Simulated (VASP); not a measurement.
Here is a VASP 6.6.1 calculation.

File INCAR:

```
PREC = Accurate
ENCUT = 600
EDIFF = 1E-7
ISMEAR = -1
SIGMA = 0.05
LREAL = False
LASPH = True
NELM = 100
ALGO = Fast
ISIF = 3
LWAVE = False
LCHARG = False
GGA = RE
IBRION = 2
NSW = 60
EDIFFG = -0.01
```

Contents of KPOINTS:

```
regular mesh
0
Gamma
  8 8 8
```

File POSCAR:

```
Al2Au
1.0
    0.0000000000      3.0000000000      3.0000000000
    3.0000000000      0.0000000000      3.0000000000
    3.0000000000      3.0000000000      0.0000000000
Au Al
1 2
Direct
    0.0000000000      0.0000000000      0.0000000000
    0.7500000000      0.7500000000      0.7500000000
    0.2500000000      0.2500000000      0.2500000000
```

Potentials or basis: VASP PAW PBE potentials, release 64 (Au, Al).

Command:

```sh
$ cat potpaw_PBE.64/Au/POTCAR potpaw_PBE.64/Al/POTCAR > POTCAR
$ mpirun -np 1 vasp_std > vasp.out
```

**Question.** Estimate the space group after relaxing (to 0.05 Å).

**Answer.** Fm-3m (No. 225).

**Question.** Predict the relaxed cell.

**Answer.** a = 4.301 Å, b = 4.301 Å, c = 4.301 Å, α = 60.00°, β = 60.00°, γ = 60.00°.

**Question.** Estimate the relaxed volume.

**Answer.** 18.76 Å³/atom.

Final structure:
```
Au Al
1.0
     0.00000    3.04151    3.04151
     3.04151    0.00000    3.04151
     3.04151    3.04151    0.00000
Au Al
1 2
Direct
  0.00000 0.00000 0.00000
  0.75000 0.75000 0.75000
  0.25000 0.25000 0.25000
```

Caveat: the PAW data sets were made with another functional, which shifts forces and pressure a little. Zero-point motion and thermal expansion aren't in these numbers.
